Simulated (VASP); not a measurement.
# Si6NO10 (a cell with a defect) in VASP: notebook, part 2 of 2

VASP 6.6.1.

### Step 3. Single point, PBEsol

Input file INCAR:

```
  ALGO = Normal
  EDIFF = 1E-6
  ENCUT = 520
  GGA = PS
  ISIF = 2
  ISMEAR = -1
  LASPH = True
  LCHARG = False
  LREAL = Auto
  LWAVE = False
  NBANDS = 58
  NELECT = 90.0
  NELM = 100
  PREC = Accurate
  SIGMA = 0.05
```

Input file KPOINTS:

```
k-points
0
Gamma
  2 2 2
```

Input file POSCAR:

```
Si6NO10
1.0
   -3.9755720000     -2.2952980000      5.2330850000
    3.9755720000     -2.2952980000      5.2330850000
    0.0000000000      4.5905950000      5.2330850000
Si O N
6 10 1
Direct
    0.0386489451      0.4809159942      0.2557955363
    0.2213750330      0.0159225611      0.4690256880
    0.4601671968      0.2420461053      0.0384250066
    0.5302682842      0.9583647454      0.7462859115
    0.7566720203      0.5342644327      0.9660722845
    0.9857855800      0.7740963708      0.5263978973
    0.4242005629      0.0449708797      0.2512004549
    0.2475796434      0.4331828655      0.0548008424
    0.0549727676      0.2519469955      0.4432008628
    0.4869606563      0.1610475652      0.8353981179
    0.8328459624      0.4995400780      0.1732488731
    0.9516819540      0.5823087635      0.7570740482
    0.7510663820      0.9534205572      0.5630412370
    0.5560601944      0.7432515780      0.9396636739
    0.3328656045     -0.0245214528      0.6608875340
    0.6667550376      0.3302864441     -0.0022656530
    0.0356121655      0.6854368266      0.3217491045
```

Potentials or basis: VASP PAW PBE potentials, release 64 (Si, O, N).

Launch:

```
$ cat potpaw_PBE.64/Si/POTCAR potpaw_PBE.64/O/POTCAR potpaw_PBE.64/N/POTCAR > POTCAR
$ mpirun -np 1 vasp_std > vasp.out
```

OUTCAR:

```text
EDIFF = 1E-6
   ENCUT = 520
   GGA = PS
   ISIF = 2
   ISMEAR = -1
   LASPH = True
   LREAL = Auto
   NELECT = 90.0
   NELM = 100
   PREC = Accurate

 ion  position               nearest neighbor table
   1  0.039  0.481  0.256-  17 1.63   8 1.66   9 1.67  11 1.67   3 2.99   2 3.07   6 3.09   5 3.13

   2  0.221  0.016  0.469-   9 1.64  15 1.67   7 1.68   6 2.58   3 3.05   1 3.07
   3  0.460  0.242  0.038-   8 1.61  10 1.63   7 1.65  16 1.65   1 2.99   2 3.05   4 3.12
   4  0.530  0.958  0.746-  13 1.62  10 1.63  15 1.63  14 1.63   5 2.97   6 3.03   3 3.12
   5  0.757  0.534  0.966-  11 1.62  12 1.64  14 1.64  16 1.66   4 2.97   6 3.10   1 3.13
   6  0.986  0.774  0.526-  17 1.63  13 1.68  12 1.70   2 2.58   4 3.03   1 3.09   5 3.10
   7  0.424  0.045  0.251-   3 1.65   2 1.68
   8  0.248  0.433  0.055-   3 1.61   1 1.66
   9  0.055  0.252  0.443-   2 1.64   1 1.67
  10  0.487  0.161  0.835-   3 1.63   4 1.63
  11  0.833  0.500  0.173-   5 1.62   1 1.67
  12  0.952  0.582  0.757-   5 1.64   6 1.70
  13  0.751  0.953  0.563-   4 1.62   6 1.68
  14  0.556  0.743  0.940-   4 1.63   5 1.64
  15  0.333  0.975  0.661-   4 1.63   2 1.67
  16  0.667  0.330  0.998-   3 1.65   5 1.66
  17  0.036  0.685  0.322-   6 1.63   1 1.63

  LATTYP: Found a trigonal (rhomboedric) cell.
 ALAT       =     6.9612312899
 COS(alpha) =     0.3476853540

  Lattice vectors:

 A1 = (  -3.9755720000,  -2.2952980000,   5.2330850000)
 A2 = (   3.9755720000,  -2.2952980000,   5.2330850000)
 A3 = (   0.0000000000,   4.5905950000,   5.2330850000)

Analysis of symmetry for initial positions (statically):
=====================================================================
 Subroutine PRICEL returns:
 Original cell was already a primitive cell.

 Routine SETGRP: Setting up the symmetry group for a
 trigonal (rhombohedral) supercell.

 Subroutine GETGRP returns: Found  1 space group operations
 (whereof  1 operations were pure point group operations)
 out of a pool of 12 trial point group operations.

The static configuration has the point symmetry C_1 .

Analysis of symmetry for dynamics (positions and initial velocities):
[... 149 lines left out ...]
   GGA     = PS    functional components
   LHFCALC =     F    Hartree Fock is set to
   AEXX    =    0.0000 exact exchange contribution
   IVDW    =     0    specifies the selected vdW correction
   LEPSILON=     F    determine dielectric tensor
   LRPA    =     F    only Hartree local field effects (RPA)
 non-spin polarized calculation
  energy-cutoff  :      520.00
  volume of cell :      286.52
 maximum number of plane-waves:      7741
 NGX is ok and might be reduce to    54
   NGX = 25   NGY = 25   NGZ = 25

 number of electron      90.0000013 magnetization

 Free energy of the ion-electron system (eV)
  ---------------------------------------------------
  ext. energy  EPLUGINS =         0.00000000
  ---------------------------------------------------
  free energy    TOTEN  =      -134.31986302 eV

  energy without entropy =     -134.31986302  energy(sigma->0) =     -134.31986302

 E-fermi :   2.1069     XC(G=0):  -7.9421

 val. band max:        0.9175388012   @ k =   0.5000   0.0000   0.5000
 cond. band min:       4.9481470818   @ k =   0.5000   0.0000  -0.0000
 fundamental gap:      4.0306082806
 Fermi energy:         2.1069014972

 k-point     1 :       0.0000    0.0000    0.0000
  band No.  band energies     occupation
      1     -19.9598      2.00000
      2     -19.1340      2.00000
      3     -19.0064      2.00000
      4     -18.7370      2.00000
      5     -18.3866      2.00000
      6     -18.1999      2.00000
[... 469 lines left out ...]
     56       8.7719      0.00000
     57       9.2703      0.00000
 [bands above 57 left out]

------------------------ aborting loop because EDIFF is reached ----------------------------------------

  FORCE on cell =-STRESS in cart. coord.  units (eV):
  Direction    XX          YY          ZZ          XY          YZ          ZX
  --------------------------------------------------------------------------------------
  -------------------------------------------------------------------------------------
  Total        7.9276011      0.2635556     -4.2008724      1.3275226      6.3665463      2.2884102
  in kB       44.3307108      1.4737885    -23.4910482      7.4234338     35.6013777     12.7966646
  external PRESSURE =       7.4378170 kB  Pullay stress =       0.0000000 kB

 VOLUME and BASIS-vectors are now :
 -----------------------------------------------------------------------------
  energy-cutoff  :      520.00
  volume of cell :      286.52
      direct lattice vectors                 reciprocal lattice vectors
    -3.975572000 -2.295298000  5.233085000    -0.125768066 -0.072612223  0.063697285
     3.975572000 -2.295298000  5.233085000     0.125768066 -0.072612223  0.063697285
     0.000000000  4.590595000  5.233085000     0.000000000  0.145224447  0.063697299

 POSITION                                       TOTAL-FORCE (eV/Angst)
 -----------------------------------------------------------------------------------
      1.75826     -0.01830      4.05753         0.059468      0.010666      0.025846
     -0.81679      1.60844      3.69625        -0.069185      0.108866     -0.041190
     -0.86716     -1.43540      3.87582        -0.055287     -0.039040      0.014353
      1.70193      0.00904     11.69552         0.084752      0.007099     -0.004267
     -0.88420      1.47176     11.81112        -0.032639      0.062853     -0.012771
     -0.84159     -1.62297     11.96430        -0.025928     -0.046602      0.049186
[... 9 lines left out ...]
     -1.33766      2.29169     10.43883        -0.010420     -0.003458      0.008407
      2.58342     -0.17800      5.45705         0.004008     -0.040989     -0.001781
 -----------------------------------------------------------------------------------
    total drift:                                0.010211      0.010705      0.009204

  FREE ENERGIE OF THE ION-ELECTRON SYSTEM (eV)
  ---------------------------------------------------
  free  energy   TOTEN  =      -134.3198630209 eV

  energy  without entropy=     -134.3198630208  energy(sigma->0) =     -134.31986302
```

OSZICAR:

```text
N       E                     dE             d eps       ncg     rms          rms(c)
DAV:   1     0.620521020605E+03    0.62052E+03   -0.44833E+04   936   0.139E+03
DAV:   2    -0.947065629531E+02   -0.71523E+03   -0.69788E+03  1170   0.318E+02
DAV:   3    -0.152494406197E+03   -0.57788E+02   -0.57538E+02  1088   0.998E+01
DAV:   4    -0.153518646982E+03   -0.10242E+01   -0.10220E+01  1160   0.143E+01
DAV:   5    -0.153538530045E+03   -0.19883E-01   -0.19866E-01  1152   0.192E+00    0.326E+01
DAV:   6    -0.134630859676E+03    0.18908E+02   -0.79443E+01  1024   0.341E+01    0.156E+01
DAV:   7    -0.134446345372E+03    0.18451E+00   -0.28236E+00  1112   0.668E+00    0.624E+00
DAV:   8    -0.134300544877E+03    0.14580E+00   -0.27988E-01  1120   0.251E+00    0.224E+00
DAV:   9    -0.134297750102E+03    0.27948E-02   -0.70574E-02  1128   0.136E+00    0.453E-01
DAV:  10    -0.134310131516E+03   -0.12381E-01   -0.12770E-02  1072   0.449E-01    0.310E-01
DAV:  11    -0.134318642025E+03   -0.85105E-02   -0.80600E-03  1008   0.374E-01    0.101E-01
DAV:  12    -0.134319349118E+03   -0.70709E-03   -0.13658E-03  1128   0.160E-01    0.483E-02
DAV:  13    -0.134319735058E+03   -0.38594E-03   -0.40445E-04   984   0.967E-02    0.324E-02
DAV:  14    -0.134319829524E+03   -0.94467E-04   -0.51943E-05  1104   0.337E-02    0.204E-02
DAV:  15    -0.134319859386E+03   -0.29862E-04   -0.32264E-05   968   0.302E-02    0.561E-03
DAV:  16    -0.134319862410E+03   -0.30240E-05   -0.34698E-06  1064   0.934E-03    0.304E-03
DAV:  17    -0.134319863021E+03   -0.61086E-06   -0.11175E-06   704   0.632E-03
   1 F= -.13431986E+03 E0= -.13431986E+03  d E =-.537437E-10
```

stdout:

```text
POSCAR found type information on POSCAR SiO N
 POSCAR found :  3 types and      17 ions
 scaLAPACK will be used
 -----------------------------------------------------------------------------
|                                                                             |
|                                                                             |
|     You enforced a specific xc type in the INCAR file but a different       |
|     I HOPE YOU KNOW WHAT YOU ARE DOING!                                     |
|                                                                             |
 -----------------------------------------------------------------------------

 LDA part: xc-table for (Slater+PW92), standard interpolation
 POSCAR, INCAR and KPOINTS ok, starting setup
 FFT: planning ... GRIDC
 FFT: planning ... GRID_SOFT
 FFT: planning ... GRID
 WAVECAR not read
 entering main loop
 the old and the new charge density differ
 old charge density:    89.00000 new   90.00000
    0.326E+01
```

It took 2.5 min on 1 thread of Intel Xeon 6975P-C (Granite Rapids), shared host; peak memory 0.41 GiB.

Results:

```yaml
Free_energy: -134.3199 eV
Largest_force: 0.135 eV/Å
```

Forces on the atoms (eV/Å):
```
Si   0.059  0.011  0.026
Si  -0.069  0.109 -0.041
Si  -0.055 -0.039  0.014
Si   0.085  0.007 -0.004
Si  -0.033  0.063 -0.013
Si  -0.026 -0.047  0.049
O   -0.028 -0.004 -0.002
O    0.056  0.006 -0.001
O    0.051  0.002 -0.003
O   -0.003 -0.016 -0.009
O   -0.017  0.021  0.013
O   -0.015 -0.046 -0.001
O   -0.023 -0.042  0.007
O    0.007  0.022 -0.009
O    0.018 -0.002 -0.033
O   -0.010 -0.003  0.008
N    0.004 -0.041 -0.002
```

Caveat: the k points lie up to 0.50 Å⁻¹ apart; the cell carries a net charge on a neutralising background, which shifts energy and pressure; the cell is charged against a uniform background, so pressure and absolute levels hang on convention; the PAW data sets were made with another functional, which shifts forces and pressure a little.
